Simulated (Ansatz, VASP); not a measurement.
**One calculation of TaN, two programs**

```
Ta N
1.0
     0.00000    2.20319    2.17427
     2.20319    0.00000    2.17427
     2.20319    2.20319    0.00000
Ta N
1 1
Direct
  0.49673 0.50327 0.50327
  0.04227 0.95773 0.95773
```

Change from the starting cell: mode 4 frozen in at -0.184 Å, equal normal strain along x and y +0.0133.

Alike in both runs: task single point; functional LDA; k mesh 18 × 18 × 18; occupations gaussian, width 0.15 eV; no spin polarisation.

|  | VASP | Ansatz |
| --- | --- | --- |
| version | VASP 6.6.1 | Ansatz 0.2.0 |
| potentials or method | VASP PAW LDA potentials, release 64 (Ta_pv, N), cutoff 520 eV | scalar-relativistic, plane waves, PAW |
| valence electrons in the cell | 16 | 18 |

Ansatz gave:

| Quantity | Value |
| --- | --- |
| gap on the k mesh at the Fermi level (eV) | none |
| pressure (GPa) | -2.6 |
| traceless stress, the component that is largest in VASP (GPa) | 10.49 |
| rms of the force components (eV/Å) | 1.066 |

Question: Estimate VASP's values.

Answer: gap on the k mesh at the Fermi level (eV): none; pressure (GPa): -0.6; traceless stress, the component that is largest in VASP (GPa): 10.71; rms of the force components (eV/Å): 1.093.

LDA's correlation is that of Perdew and Zunger in VASP and of Perdew and Wang (1992) in Ansatz. Atom by atom the forces differ by 0.027 eV/Å (rms over components). A gap of «none» marks a metal or a gap that the smearing closes. VASP's potentials hold 16 valence electrons a cell and Ansatz's 18, so a difference there can come from the potentials and not from the codes.

Spin-orbit coupling is off throughout.
